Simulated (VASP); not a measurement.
Input of a VASP 6.6.1 run:

Contents of INCAR:

```
ALGO = Normal
EDIFF = 1E-7
ENCUT = 520
GGA = PE
ISIF = 2
ISMEAR = 0
ISPIN = 2
LASPH = T
LCHARG = F
LMAXMIX = 4
LORBIT = 11
LREAL = F
LWAVE = F
MAGMOM = 0 1 1 1 1 0
NBANDS = 52
NELM = 150
PREC = Accurate
SIGMA = 0.1
```

File KPOINTS:

```
k-points
0
Gamma
  4 4 4
```

The input POSCAR:

```
GeRh4N
1.0
    4.3281607200      0.0000000000      0.0000000000
    0.0000000000      4.3281607200      0.0000000000
    0.0000000000      0.0000000000      6.3924217900
Ge Rh N
1 4 1
Direct
    0.0000000000      0.0000000000      0.0000000000
    0.0000000000      0.0000000000      0.6580420000
    0.5000000000      0.0000000000      0.0000000000
    0.0000000000      0.5000000000      0.0000000000
    0.0000000000      0.0000000000      0.3419580000
    0.5000000000      0.5000000000      0.5000000000
```

Potentials or basis: VASP PAW PBE potentials, release 64 (Ge_d, Rh_pv, N).

The run is started by

```sh
$ cat potpaw_PBE.64/Ge_d/POTCAR potpaw_PBE.64/Rh_pv/POTCAR potpaw_PBE.64/N/POTCAR > POTCAR
$ mpirun -np 1 vasp_std > vasp.out
```

What does it give for the largest force?

4.906 eV/Å.

What does it give for the net moment?

0.00 μB per cell.

Stress tensor (GPa, compression positive):
```
 7.44  0.00  0.00
 0.00  7.44  0.00
 0.00  0.00 36.63
```

Caveat: the k points lie up to 0.36 Å⁻¹ apart; forces of over 1 eV/Å act on the atoms, so gaps and moduli don't describe the material at rest.
